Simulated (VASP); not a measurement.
Write the native input for VASP 6.6.1 that does the following.

```yaml
Task: relaxation of cell and atoms
Functional: PBEsol
Dispersion: D3(BJ)
Potentials_or_basis: VASP PAW PBE potentials, release 64 (Mo_sv)
Cutoff: 600 eV
k_mesh: 12 × 12 × 12
Occupations: fermi-dirac, width 0.05 eV
Spin: no spin polarisation
Dipole_correction: no
Further_INCAR_settings: ALGO = Normal; EDIFF = 1e-07; IBRION = 2; EDIFFG = -0.02; NSW = 80; ISIF = 3
```

The structure of Mo lies in POSCAR:

```
Mo
1.0
   -1.5838089719      1.5838089719      1.5838089719
    1.5838089719     -1.5838089719      1.5838089719
    1.5838089719      1.5838089719     -1.5838089719
Mo
1
Direct
    0.0000000000      0.0000000000      0.0000000000
```

One way to write it, as run:

INCAR

```
SYSTEM = Mo
PREC = Accurate ; ENCUT = 600
EDIFF = 1E-7 ; ISMEAR = -1
SIGMA = 0.05 ; LREAL = .FALSE.
LASPH = .TRUE. ; NELM = 80
ALGO = Normal ; ISIF = 3
LWAVE = .FALSE. ; LCHARG = .FALSE.
GGA = PS ; IVDW = 12
IBRION = 2 ; NSW = 80
EDIFFG = -0.02
```

KPOINTS

```
Automatic mesh
0
G
  12 12 12
  0 0 0
```

Potentials or basis: VASP PAW PBE potentials, release 64 (Mo_sv).

Command:

```console
$ cat potpaw_PBE.64/Mo_sv/POTCAR > POTCAR
$ mpirun -np 1 vasp_std > vasp.out
```

It gave:

* Relaxed volume: 14.94 Å³/atom
* Relaxed cell: a = 2.687 Å, b = 2.687 Å, c = 2.687 Å, α = 109.47°, β = 109.47°, γ = 109.47°
* Space group after relaxing (to 0.05 Å): Im-3m (No. 229)
* Energy gained by relaxing: 50.9 meV/atom
* Ionic steps: 5
* Pressure after relaxing: 0.1 GPa
* Band gap on the k mesh: zero (band 7 reaches 17.48 eV, above the bottom of band 8 at 11.75 eV)
* Dispersion energy per atom: -0.738 eV

Caveat: the PAW data sets were made with another functional, which shifts forces and pressure a little; pairwise dispersion overbinds metals, which lowers pressure and volume.

It took 100 s on 1 thread of AMD EPYC 7R13, with other jobs on the host, peak memory 0.14 GiB.
